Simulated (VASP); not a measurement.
Write the native input for VASP 6.6.1 that does the following.

- Task: single point
- Functional: PBE
- Potentials or basis: VASP PAW PBE potentials, release 64 (Be, Te)
- Cutoff: 520 eV
- k mesh: 6 × 6 × 2
- Occupations: gaussian, width 0.2 eV
- Spin: no spin polarisation
- Dipole correction: no
- Further INCAR settings: ALGO = Fast; EDIFF = 1e-07; NBANDS = 28

The structure of Be5Te lies in POSCAR:

```
Be5Te
1.0
    3.9188048316     -0.0000401451     -0.0000943236
   -1.9594312680      3.3943219084     -0.0018557591
   -0.0005574163     -0.0059561594     10.8568836315
Be Te
10 2
Direct
   -0.0001969570     -0.0000737080      1.0000060037
    0.0015462155      0.6667868269      0.8357155611
    0.6651360091      0.9974859031      0.8356649668
    0.6665800010      0.3331877064     -0.0005621144
    0.3332938172      0.6666497667      1.0006137837
    0.3323057024      0.3338194380      0.8357509049
    0.9982966724      0.6661389877      0.1642381752
    0.3345104825      0.3331272127      0.1643398324
    0.6674705025      0.0022657630      0.1643973343
    0.0003503929     -0.0000345338      0.4999476887
    0.6671330563      0.3332057459      0.6298740961
    0.3335741052      0.6674408914      0.3700137677
```

The input as run:

INCAR

```
  PREC = Accurate
  ENCUT = 520
  EDIFF = 1E-7
  ISMEAR = 0
  SIGMA = 0.2
  LREAL = False
  LASPH = True
  NELM = 60
  ALGO = Fast
  ISIF = 2
  LWAVE = False
  LCHARG = False
  GGA = PE
  NBANDS = 28
```

KPOINTS

```
regular mesh
0
Gamma
  6 6 2
```

Potentials or basis: VASP PAW PBE potentials, release 64 (Be, Te).

Run with:

```bash
$ cat potpaw_PBE.64/Be/POTCAR potpaw_PBE.64/Te/POTCAR > POTCAR
$ mpirun -np 1 vasp_std > vasp.out
```

It gave:

- Pressure: 0.2 GPa
- Largest force: 0.020 eV/Å
- Band gap on the k mesh: zero (band 16 reaches 7.63 eV, above the bottom of band 17 at 5.76 eV)

Caveat: spin-orbit coupling is left out, which moves the levels of the heavy elements.

It took 2.3 min on 1 thread of Intel(R) Xeon(R) 6975P-C (Granite Rapids) (shared host), peak memory 0.33 GiB.
